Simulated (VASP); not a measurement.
BaZrO3, 5 atoms in the cell. Symmetry: Pm-3m, No. 221, cubic system. The conventional cell has a = 4.191 Å, b = 4.191 Å, c = 4.191 Å, α = 90.00°, β = 90.00°, γ = 90.00°. Within 3.9 Å of Ba (site symmetry m-3m) lie 12 O at 2.96 Å and 8 Zr at 3.63 Å. Zr (site symmetry m-3m) has 6 O at 2.10 Å within 2.8 Å. O (site symmetry 4/mmm) has 2 Zr at 2.10 Å within 2.8 Å. 

```yaml
Program: VASP 6.6.1
Task: single point
Functional: PBE
Potentials_or_basis: VASP PAW PBE potentials, release 64 (Ba_sv, Zr_sv, O)
Cutoff: 520 eV
k_mesh: 6 × 6 × 6
Occupations: gaussian, width 0.015 eV
Spin: no spin polarisation
Dipole_correction: no
Further_INCAR_settings: ALGO = Normal; EDIFF = 1e-06; NBANDS = 28
```

Potentials or basis: VASP PAW PBE potentials, release 64 (Ba_sv, Zr_sv, O).

Command:

```sh
$ cat potpaw_PBE.64/Ba_sv/POTCAR potpaw_PBE.64/Zr_sv/POTCAR potpaw_PBE.64/O/POTCAR > POTCAR
$ mpirun -np 1 vasp_std > vasp.out
```

Hardware: 1 thread of Intel(R) Xeon(R) Platinum 8259CL CPU @ 2.50GHz (Skylake/Cascade Lake), on a shared host.

Q: Estimate the wall time of this run.

A: Wall time 46 s on 1 thread of Intel(R) Xeon(R) Platinum 8259CL CPU @ 2.50GHz (Skylake/Cascade Lake), with other jobs on the host, peak memory 0.2 GiB. Counts: scf iterations 14, k points 20.
